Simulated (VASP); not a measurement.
A run of VASP 6.6.1 is set up as follows.

Contents of POSCAR:

```
CdS
1.0
   -0.0872730497      2.9207194175      2.9207194175
    2.9207194175     -0.0872730497      2.9207194175
    2.9207194175      2.9207194175     -0.0872730497
Cd S
1 1
Direct
   -0.0032325316     -0.0032325316     -0.0032325316
    0.2532325316      0.2532325316      0.2532325316
```

INCAR.step1

```
SYSTEM = CdS
PREC     = Accurate       ! precision mode
ENCUT    = 520            ! plane-wave cutoff, eV
ISMEAR   = 0              ! smearing method
SIGMA    = 0.01           ! smearing width, eV
LREAL    = .FALSE.        ! projectors in reciprocal space
LASPH    = .TRUE.         ! aspherical terms in the spheres
NELM     = 60             ! most SCF steps
NBANDS   = 16             ! bands
GGA      = PE             ! functional
ALGO     = Normal         ! electronic algorithm
EDIFF    = 1E-4           ! SCF threshold, eV
LWAVE    = .TRUE.         ! write WAVECAR
LCHARG   = .FALSE.        ! write CHGCAR
```

INCAR.step2

```
SYSTEM = CdS
PREC     = Accurate       ! precision mode
ENCUT    = 520            ! plane-wave cutoff, eV
EDIFF    = 1E-6           ! SCF threshold, eV
ISMEAR   = 0              ! smearing method
SIGMA    = 0.01           ! smearing width, eV
LREAL    = .FALSE.        ! projectors in reciprocal space
LASPH    = .TRUE.         ! aspherical terms in the spheres
NELM     = 60             ! most SCF steps
ALGO     = Normal         ! electronic algorithm
ISIF     = 2              ! what is computed and relaxed
LWAVE    = .FALSE.        ! write WAVECAR
LCHARG   = .TRUE.         ! write CHGCAR
METAGGA  = R2SCAN         ! meta-GGA
LMIXTAU  = .TRUE.       
LELF     = .TRUE.         ! ELF
LVHAR    = .TRUE.       
NBANDS   = 16             ! bands
ISTART   = 1
```

KPOINTS

```
regular mesh
0
G
  8 8 8
  0 0 0
```

Potentials or basis: VASP PAW PBE potentials, release 64 (Cd, S).

Command:

```bash
$ cat potpaw_PBE.64/Cd/POTCAR potpaw_PBE.64/S/POTCAR > POTCAR
$ cp INCAR.step1 INCAR
$ mpirun -np 1 vasp_std > vasp.out
$ cp INCAR.step2 INCAR
$ mpirun -np 1 vasp_std > vasp.out
```

(1) Estimate the band gap on the k mesh.

(2) What does it give for the pressure?

Answers

(1) 1.36 eV.

(2) -1.2 GPa.

Caveat: the cell differs from its parent crystal (epitaxial 111 strain +2.3%); the PAW data sets were made with another functional, which shifts forces and pressure a little.
